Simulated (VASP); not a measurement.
AlNi: single point with PBE

Crystal: AlNi.

```
Al Ni
1.0
     2.04281   -2.11942    0.00000
     2.04281    2.11942    0.00000
     0.00000    0.00000    2.90114
Al Ni
1 1
Direct
  0.00000 0.00000 0.00000
  0.50000 0.50000 0.50000
```

This cell differs from its parent crystal: strain +0.0375 x Voigt [0, 1, 0, 0, 0, 0].

- Program: VASP 6.6.1
- Task: single point
- Functional: PBE
- Potentials or basis: VASP PAW PBE potentials, release 64 (Al, Ni)
- Cutoff: 520 eV
- k mesh: 20 × 20 × 20
- Occupations: gaussian, width 0.15 eV
- Spin: no spin polarisation
- Dipole correction: no
- Further INCAR settings: ALGO = Fast; EDIFF = 1e-06; NBANDS = 14

```
Pressure               : -5.4 GPa
Band gap on the k mesh : zero (an odd number of electrons rules out a gap without spin polarisation)
```

Stress tensor (GPa, compression positive):
```
-1.94  0.00  0.00
 0.00 -9.50  0.00
 0.00  0.00 -4.71
```

Levels at points of the mesh, in eV from the Fermi level:
```csv
k point,band 4,band 5,band 6,band 7,band 8,band 9,band 10,band 11
"(0.00, 0.00, 0.00)",-1.48,-1.47,-1.39,5.01,5.28,5.63,7.92,8.02
"(0.50, 0.00, 0.00)",-2.12,-2.06,-1.35,-0.65,8.12,9.68,10.08,10.15
"(0.50, 0.50, 0.00)",-2.56,-1.92,-1.88,-0.97,1.25,2.24,11.93,14.74
"(0.00, 0.00, 0.50)",-2.20,-2.06,-1.38,-0.55,8.24,9.55,9.80,10.37
"(0.50, 0.00, 0.50)",-2.68,-1.96,-1.94,-0.94,1.44,2.28,11.52,14.54
"(0.50, 0.50, 0.50)",-0.94,-0.91,1.81,1.96,2.28,3.38,4.09,4.10
```

Wall time 3.1 min on 1 thread of Intel(R) Xeon(R) Platinum 8488C (Sapphire Rapids), on a shared host, peak memory 0.52 GiB.

Caveat: the cell differs from its parent crystal (strain +0.0375 x Voigt [0, 1, 0, 0, 0, 0]); the stress differs along the axes, from -9 to -2 GPa. Spin polarisation is off, so any magnetic state and its effect on volume and gap are missing.
